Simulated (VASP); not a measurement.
# PtS2 in VASP: notebook

The runs below take PtS2 through single point, with PBE+D3(BJ).

Program: VASP 6.6.1. These are calculated values, not measurements. Logs are shortened: lines on timing, memory, paths and dates and some standing lists are left out, and cuts for length are marked.

## 1. The cell of the first run

The typed cell holds 3 atoms: a = 3.583 Å, b = 3.583 Å, c = 4.663 Å, α = 90.00°, β = 90.00°, γ = 120.00°.

## 2. Single point, PBE+D3(BJ) (atoms displaced along a vibrational mode)

Input file INCAR:

```
ALGO = Normal
EDIFF = 1E-6
ENCUT = 500
GGA = PE
GGA_COMPAT = F
ISIF = 2
ISMEAR = 0
IVDW = 12
LASPH = T
LCHARG = T
LELF = T
LREAL = F
LVHAR = T
LWAVE = F
NBANDS = 18
NELM = 120
PREC = Accurate
SIGMA = 0.03
```

Input file KPOINTS:

```
k-points
0
Gamma
  12 12 8
```

Input file POSCAR:

```
PtS2
1.0
    3.5832742325      0.0000000000      0.0000000000
   -1.7916371163      3.1032065141      0.0000000000
    0.0000000000      0.0000000000      4.6628322088
Pt S
1 2
Direct
    0.0000000000      0.0000000000      0.0000000000
    0.3045328583      0.6666666667      0.2587415406
    0.6954671417      0.3333333333      0.7412584594
```

Potentials or basis: VASP PAW PBE potentials, release 64 (Pt, S).

Started as:

```console
> cat potpaw_PBE.64/Pt/POTCAR potpaw_PBE.64/S/POTCAR > POTCAR
> mpirun -np 1 vasp_std > vasp.out
```

OUTCAR:

```text
EDIFF = 1E-6
   ENCUT = 500
   GGA = PE
   ISIF = 2
   ISMEAR = 0
   IVDW = 12
   LASPH = T
   LREAL = F
   NELM = 120
   PREC = Accurate
 IVDW          = 12

 ion  position               nearest neighbor table
   1  0.000  0.000  0.000-   2 2.32   3 2.32   2 2.40   3 2.40   3 2.47   2 2.47
   2  0.305  0.667  0.259-   1 2.32   1 2.40   1 2.47
   3  0.695  0.333  0.741-   1 2.32   1 2.40   1 2.47

  LATTYP: Found a hexagonal cell.
 ALAT       =     3.5832742325
 C/A-ratio  =     1.3012769624

  Lattice vectors:

 A1 = (   3.5832742325,   0.0000000000,   0.0000000000)
 A2 = (  -1.7916371163,   3.1032065141,   0.0000000000)
 A3 = (   0.0000000000,   0.0000000000,   4.6628322088)

Analysis of symmetry for initial positions (statically):
=====================================================================
 Subroutine PRICEL returns:
 Original cell was already a primitive cell.

 Routine SETGRP: Setting up the symmetry group for a
 hexagonal supercell.

 Subroutine GETGRP returns: Found  2 space group operations
 (whereof  2 operations were pure point group operations)
 out of a pool of 24 trial point group operations.

The static configuration has the point symmetry S_2 .

Analysis of symmetry for dynamics (positions and initial velocities):
=====================================================================
 Subroutine PRICEL returns:
 Original cell was already a primitive cell.

 Routine SETGRP: Setting up the symmetry group for a
 hexagonal supercell.

 Subroutine GETGRP returns: Found  2 space group operations
 (whereof  2 operations were pure point group operations)
 out of a pool of 24 trial point group operations.

The dynamic configuration has the point symmetry S_2 .

 Subroutine INISYM returns: Found  2 space group operations
 (whereof  2 operations are pure point group operations),
 and found     1 'primitive' translations

----------------------------------------------------------------------------------------

                                     Primitive cell

  volume of cell :      51.8490

  direct lattice vectors                    reciprocal lattice vectors
[... 84 lines left out ...]
   LNONCOLLINEAR =      F non collinear calculations
   LSORBIT =      F    spin-orbit coupling
   LASPH  =      T    aspherical Exc in radial PAW
   ENCUT  =  500.0 eV  36.75 Ry    6.06 a.u.   6.53  6.53  8.50*2*pi/ulx,y,z
   NELM   =    120;   NELMIN=  2; NELMDL= -5     # of ELM steps
   EDIFF  = 0.1E-05   stopping-criterion for ELM
   LREAL  =      F    real-space projection
   EDIFFG = 0.1E-04   stopping-criterion for IOM
   NSW    =      0    number of steps for IOM
   IBRION =     -1    ionic relax: 0-MD 1-quasi-New 2-CG
   NFREE  =      0    steps in history (QN), initial steepest desc. (CG)
   ISIF   =      2    stress and relaxation
   ISYM   =      2    0-nonsym 1-usesym 2-fastsym
   POTIM  = 0.5000    time-step for ionic-motion
   TEBEG  =    0.0;   TEEND  =   0.0 temperature during run
   PSTRESS=    0.0 pullay stress
   NELECT =      22.0000    total number of electrons
   NUPDOWN=      -1.0000    fix difference up-down
   EMIN   =  10.00;   EMAX   =-10.00  energy-range for DOS
   EFERMI =   0.00;   METHOD = LEGACY
   ISMEAR =     0;   SIGMA  =   0.03  broadening in eV -4-tet -1-fermi 0-gaus
   EFERMI_NEDOS =   21; number of points for ismear=-14 and -15
   IALGO  =     38    algorithm
   IMIX   =      4    mixing-type and parameters
     AMIX     =   0.40;   BMIX     =  1.00
     AMIX_MAG =   1.60;   BMIX_MAG =  1.00
  volume/ion in A,a.u.               =      17.28       116.63
  Fermi-wavevector in a.u.,A,eV,Ry     =   1.230181  2.324704 20.590301  1.513344
  Thomas-Fermi vector in A             =   2.365039
   LORBIT       =      0    0 simple, 1 ext, 2 COOP (PROOUT), +10 PAW based schemes
   GGA     = PE    functional components
   LHFCALC =     F    Hartree Fock is set to
   AEXX    =    0.0000 exact exchange contribution
   IVDW    =    12    specifies the selected vdW correction
   LEPSILON=     F    determine dielectric tensor
   LRPA    =     F    only Hartree local field effects (RPA)
 non-spin polarized calculation
 Gauss-broadening in eV      SIGMA  =   0.03
  energy-cutoff  :      500.00
  volume of cell :       51.85
 maximum number of plane-waves:      1350
 NGX is ok and might be reduce to    28
   NGX = 13   NGY = 13   NGZ = 17

 number of electron      21.9999997 magnetization

 Free energy of the ion-electron system (eV)
  ---------------------------------------------------
  ext. energy  EPLUGINS =         0.00000000
  ---------------------------------------------------
  free energy    TOTEN  =       -15.20885879 eV

  energy without entropy =      -15.20882670  energy(sigma->0) =      -15.20884274

 E-fermi :   7.8956     XC(G=0): -11.0391

 val. band max:        7.8311362532   @ k =   0.0833  -0.0833   0.1250
 cond. band min:       7.8961828266   @ k =  -0.3333  -0.0000   0.2500
 fundamental gap:      0.0650465734
 Fermi energy:         7.8956143706

 k-point     1 :       0.0000    0.0000    0.0000
  band No.  band energies     occupation
      1      -8.0265      2.00000
      2      -4.5644      2.00000
      3       0.2643      2.00000
      4       0.7740      2.00000
      5       1.0174      2.00000
      6       3.6746      2.00000
[... 481 lines left out ...]
      5       1.5097      2.00000
      6       2.7144      2.00000
[... 10 lines left out ...]
     17      16.3810      0.00000
     18      17.1146      0.00000

 [... further k-points ...]

------------------------ aborting loop because EDIFF is reached ----------------------------------------

 Edisp (eV)   -1.35403

 E8    (eV) :    -0.5436

  FORCE on cell =-STRESS in cart. coord.  units (eV):
  Direction    XX          YY          ZZ          XY          YZ          ZX
  --------------------------------------------------------------------------------------
  -------------------------------------------------------------------------------------
  Total       0.32524     0.01443     0.28818    -1.00893    -0.28863     2.03002
  in kB      10.05033     0.44583     8.90508   -31.17675    -8.91906    62.72939
  external pressure =        6.47 kB  Pullay stress =        0.00 kB

 VOLUME and BASIS-vectors are now :
 -----------------------------------------------------------------------------
  energy-cutoff  :      500.00
  volume of cell :       51.85
      direct lattice vectors                 reciprocal lattice vectors
     3.583274232  0.000000000  0.000000000     0.279074370  0.161123663  0.000000000
    -1.791637116  3.103206514  0.000000000     0.000000000  0.322247326  0.000000000
     0.000000000  0.000000000  4.662832209     0.000000000  0.000000000  0.214461931

 POSITION                                       TOTAL-FORCE (eV/Angst)
 -----------------------------------------------------------------------------------
      0.00000      0.00000      0.00000         0.000000      0.000000      0.000000
     -0.10320      2.06880      1.20647         1.036117     -0.123813      0.139603
      1.89484      1.03440      3.45636        -1.036117      0.123813     -0.139603
 -----------------------------------------------------------------------------------
    total drift:                                0.000000     -0.000000     -0.000000

  FREE ENERGIE OF THE ION-ELECTRON SYSTEM (eV)
  ---------------------------------------------------
  free  energy   TOTEN  =       -16.5628881859 eV

  energy  without entropy=      -16.5628560917  energy(sigma->0) =      -16.56287214
```

Run time: 9.8 min. Hardware: 1 thread of Oxide Virtual Turin-like, shared host; peak memory 0.54 GiB.

Results:

* Free energy: -16.5629 eV
* Pressure: 0.6 GPa
* Largest force: 1.053 eV/Å
* Band gap on the k mesh: zero (bands 11 and 12 overlap by 0.13 eV)
* Dispersion energy per atom: -0.451 eV

Forces on the atoms (eV/Å):
```
Pt   0.000  0.000  0.000
S    1.036 -0.124  0.140
S   -1.036  0.124 -0.140
```

Caveat: the cell differs from its parent crystal (atoms displaced along a vibrational mode); spin-orbit coupling is left out, which moves the levels of the heavy elements; forces of over 1 eV/Å act on the atoms, so gaps and moduli don't describe the material at rest.

## 3. Single point, PBE+D3(BJ) (atoms displaced along several vibrational modes)

Input file INCAR:

```
SYSTEM = PtS2
PREC = Accurate ; ENCUT = 500
EDIFF = 1E-6 ; ISMEAR = 0
SIGMA = 0.03 ; LREAL = .FALSE.
LASPH = .TRUE. ; NELM = 120
ALGO = Normal ; ISIF = 2
LWAVE = .FALSE. ; LCHARG = .FALSE.
GGA = PE ; IVDW = 12
NBANDS = 18 ; GGA_COMPAT = .FALSE.
```

Input file KPOINTS:

```
Automatic mesh
0
G
  12 12 8
  0 0 0
```

Input file POSCAR:

```
PtS2
1.0
    3.5832742325      0.0000000000      0.0000000000
   -1.7916371163      3.1032065141      0.0000000000
    0.0000000000      0.0000000000      4.6628322088
Pt S
1 2
Direct
    0.0011924362      0.0000000000      0.0000000000
    0.3105050498      0.6666666667      0.2587415406
    0.6822390165      0.3333333333      0.7412584594
```

Potentials or basis: VASP PAW PBE potentials, release 64 (Pt, S).

Started as:

```console
> cat potpaw_PBE.64/Pt/POTCAR potpaw_PBE.64/S/POTCAR > POTCAR
> mpirun -np 1 vasp_std > vasp.out
```

It took 9.3 min on 1 thread of Oxide Virtual Turin-like, shared host; peak memory 0.54 GiB.

It converged, with:

```yaml
Free_energy: -16.6199 eV
Pressure: 0.0 GPa
Largest_force: 0.840 eV/Å
Band_gap_on_the_k_mesh: zero (bands 11 and 12 overlap by 0.06 eV)
Dispersion_energy_per_atom: -0.451 eV
```

Forces in eV/Å, atoms in the order of the input:
```
Pt  -0.282  0.036 -0.043
S    0.834 -0.076  0.063
S   -0.552  0.039 -0.020
```

Stress tensor (GPa, compression positive):
```
 0.18 -2.07  4.19
-2.07 -0.27 -0.42
 4.19 -0.42  0.23
```

Levels at points of the mesh, in eV from the Fermi level:
| k point | band 7 | band 8 | band 9 | band 10 | band 11 | band 12 | band 13 | band 14 | band 15 | band 16 |
| --- | --- | --- | --- | --- | --- | --- | --- | --- | --- | --- |
| (0.00, 0.00, 0.00) | -4.18 | -2.48 | -1.81 | -1.37 | 0.06 | 0.94 | 1.42 | 3.64 | 5.03 | 7.14 |
| (0.50, 0.00, 0.00) | -4.02 | -3.89 | -3.56 | -3.37 | -2.98 | 0.56 | 2.46 | 5.35 | 6.41 | 7.35 |
| (0.00, 0.50, 0.00) | -4.10 | -4.00 | -3.62 | -3.45 | -2.93 | 0.77 | 2.26 | 5.34 | 6.26 | 7.33 |
| (0.50, 0.50, 0.00) | -4.06 | -4.02 | -3.65 | -3.57 | -2.89 | 0.99 | 2.14 | 5.18 | 6.19 | 7.20 |
| (0.00, 0.00, 0.50) | -4.24 | -3.27 | -2.14 | -2.08 | -1.53 | 2.15 | 2.35 | 5.29 | 6.83 | 6.86 |
| (0.50, 0.00, 0.50) | -3.58 | -3.52 | -3.20 | -3.15 | -1.34 | 0.92 | 1.70 | 4.70 | 4.87 | 7.54 |
| (0.00, 0.50, 0.50) | -3.66 | -3.61 | -3.25 | -3.13 | -1.48 | 0.73 | 1.70 | 4.82 | 5.09 | 7.61 |
| (0.50, 0.50, 0.50) | -3.72 | -3.64 | -3.27 | -3.16 | -1.71 | 0.62 | 1.62 | 5.06 | 5.34 | 7.72 |

Caveat: the cell differs from its parent crystal (atoms displaced along several vibrational modes); spin-orbit coupling is left out, which moves the levels of the heavy elements.

The gap in the log of VASP goes by the Fermi energy; the results here count the filled bands.